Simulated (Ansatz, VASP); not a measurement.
**One calculation of Si, two programs**

```
Si
1.0
    -3.83906    3.83906    1.93042
     3.83906   -3.83906    1.93042
     3.60487    3.60487   -1.93042
Si
4
Direct
  0.17861 0.17861 0.35722
  0.82139 0.82139 0.64278
  0.17861 0.82139 0.00000
  0.82139 0.17861 0.00000
```

Change from the starting cell: engineering shear strain xy -0.0700, equal normal strain along x and y +0.1125.

Alike in both runs: task single point; functional PBE; k mesh 10 × 10 × 10; occupations gaussian, width 0.05 eV; no spin polarisation.

```csv
,VASP,Ansatz
version,VASP 6.6.1,Ansatz 0.2.0
potentials or method,"VASP PAW PBE potentials, release 64 (Si), cutoff 520 eV","scalar-relativistic, plane waves, PAW"
valence electrons in the cell,16,16
```

VASP gave:

| Quantity | Value |
| --- | --- |
| gap on the k mesh at the Fermi level (eV) | none |
| pressure (GPa) | -10.1 |
| traceless stress, the component that is largest in VASP (GPa) | 7.04 |
| rms of the force components (eV/Å) | 0.267 |

Problem. Which values does Ansatz return?

Solution. gap on the k mesh at the Fermi level (eV): none; pressure (GPa): -10.0; traceless stress, the component that is largest in VASP (GPa): 7.02; rms of the force components (eV/Å): 0.268.

Atom by atom the forces differ by 0.001 eV/Å (rms over components). A gap of «none» marks a metal or a gap that the smearing closes. The functional is the same, so the differences come from potentials, cutoffs and numerics.
